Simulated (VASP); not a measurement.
Runs of VASP 6.6.1 on Cr. The structure is cubic, space group Im-3m (No. 229). The conventional cell has a = 2.788 Å, b = 2.788 Å, c = 2.788 Å, α = 90.00°, β = 90.00°, γ = 90.00°. Within 3.2 Å of Cr (site symmetry m-3m) lie 14 Cr at 2.41 to 2.79 Å. 

```tsv
k mesh	cutoff (eV)	smearing	gap on the mesh (eV)	pressure (GPa)
16 × 16 × 16	500	gaussian 0.2 eV	none	0.0
16 × 16 × 16	520	fermi-dirac 0.03 eV	none	0.0
16 × 16 × 16	520	fermi-dirac 0.2 eV	none	0.8
16 × 16 × 16	520	methfessel-paxton 0.01 eV	none	(a)
26 × 26 × 26	520	fermi-dirac 0.1 eV	none	0.2
```

Alike in all rows: task single point; level LDA; potentials or basis VASP PAW LDA potentials, release 64 (Cr_pv); no spin polarisation; cell as given.

Problem. Estimate the missing entries.

Solution. (a) 0.1.

Caveats: the run has no spin polarisation, though such a crystal can be magnetic.

A gap of «none» marks levels without a gap at the run's occupations.
